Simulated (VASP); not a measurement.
A run of VASP 6.6.1 is set up as follows.

INCAR

```
SYSTEM = Sc3Al
  PREC = Accurate
  ENCUT = 520
  EDIFF = 1E-6
  ISMEAR = 0
  SIGMA = 0.15
  LREAL = .False.
  LASPH = .True.
  NELM = 60
  ALGO = Fast
  ISIF = 2
  LWAVE = .False.
  LCHARG = .True.
  GGA = PS
  LELF = .True.
  LVHAR = .True.
  NBANDS = 26
```

File KPOINTS:

```
regular mesh
0
Gamma
  12 12 12
  0 0 0
```

POSCAR

```
Sc3Al
1.0
    4.4404169237      0.0000000000      0.0000000000
    0.0000000000      4.4404169237      0.0000000000
    0.0000000000      0.0000000000      4.2435511487
Sc Al
3 1
Direct
    0.5000000000      0.0000000000      0.5000000000
    0.0000000000      0.5000000000      0.5000000000
    0.5000000000      0.5000000000      0.0000000000
    0.0000000000      0.0000000000      0.0000000000
```

Potentials or basis: VASP PAW PBE potentials, release 64 (Sc_sv, Al).

Run with:

```console
$ cat potpaw_PBE.64/Sc_sv/POTCAR potpaw_PBE.64/Al/POTCAR > POTCAR
$ mpirun -np 1 vasp_std > vasp.out
```

Q: Predict the pressure.

A: 0.2 GPa.

Q: Estimate the band gap on the k mesh.

A: Zero (bands 18 and 19 overlap by 1.47 eV).

Stress tensor (GPa, compression positive):
```
-0.78  0.00  0.00
 0.00 -0.78  0.00
 0.00  0.00  2.07
```

Caveat: the cell differs from its parent crystal (strain +0.015 along x and y, -0.030 along z); the PAW data sets were made with another functional, which shifts forces and pressure a little.
